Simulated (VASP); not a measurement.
Wanted: the native input for a VASP 6.6.1 run.

```
Task                   : relaxation of cell and atoms
Functional             : PBEsol
Potentials or basis    : VASP PAW PBE potentials, release 64 (Hf_pv)
Cutoff                 : 500 eV
k mesh                 : 18 × 18 × 10
Occupations            : fermi-dirac, width 0.1 eV
Spin                   : no spin polarisation
Target pressure        : 10 GPa
Dipole correction      : no
Further INCAR settings : ALGO = Normal; EDIFF = 1e-07; IBRION = 2; EDIFFG = -0.002; NSW = 100; ISIF = 3
```

The structure of Hf lies in POSCAR:

```
Hf
1.0
    3.1581217154      0.0000000000      0.0000000000
   -1.5790608577      2.7350136338      0.0000000000
    0.0000000000      0.0000000000      5.0042329878
Hf
2
Direct
    0.3333333333      0.6666666667      0.2500000000
    0.6666666667      0.3333333333      0.7500000000
```

One way to write it, as run:

INCAR

```
SYSTEM = Hf
PREC = Accurate
ENCUT = 500
EDIFF = 1E-7
ISMEAR = -1
SIGMA = 0.1
LREAL = .False.
LASPH = .True.
NELM = 120
ALGO = Normal
ISIF = 3
LWAVE = .False.
LCHARG = .False.
GGA = PS
IBRION = 2
NSW = 100
EDIFFG = -0.002
PSTRESS = 100.0
GGA_COMPAT = .False.
NELMIN = 4
```

KPOINTS

```
Automatic mesh
0
Gamma
  18 18 10
  0 0 0
```

Potentials or basis: VASP PAW PBE potentials, release 64 (Hf_pv).

Run with:

```console
$ cat potpaw_PBE.64/Hf_pv/POTCAR > POTCAR
$ mpirun -np 1 vasp_std > vasp.out
```

It gave:

The relaxed volume is 19.95 Å³/atom, the relaxed cell is a = 3.071 Å, b = 3.071 Å, c = 4.884 Å, α = 90.00°, β = 90.00°, γ = 120.00° and the space group after relaxing (to 0.1 Å) is P6_3/mmc (No. 194). The energy change on relaxing (the run minimises the enthalpy) is +46.9 meV/atom. The ionic steps are 9 and the pressure after relaxing is 10.0 GPa. The band gap on the k mesh is zero (bands 10 and 11 overlap by 1.52 eV).

Caveat: the cell is relaxed towards a set pressure, so the run minimises the enthalpy, not the energy; the PAW data sets were made with another functional, which shifts forces and pressure a little; spin-orbit coupling is left out, which moves the levels of the heavy elements.

Wall time 5.1 min on 1 thread of AMD EPYC 9R45 (Zen 5), with other jobs on the host, peak memory 0.21 GiB.
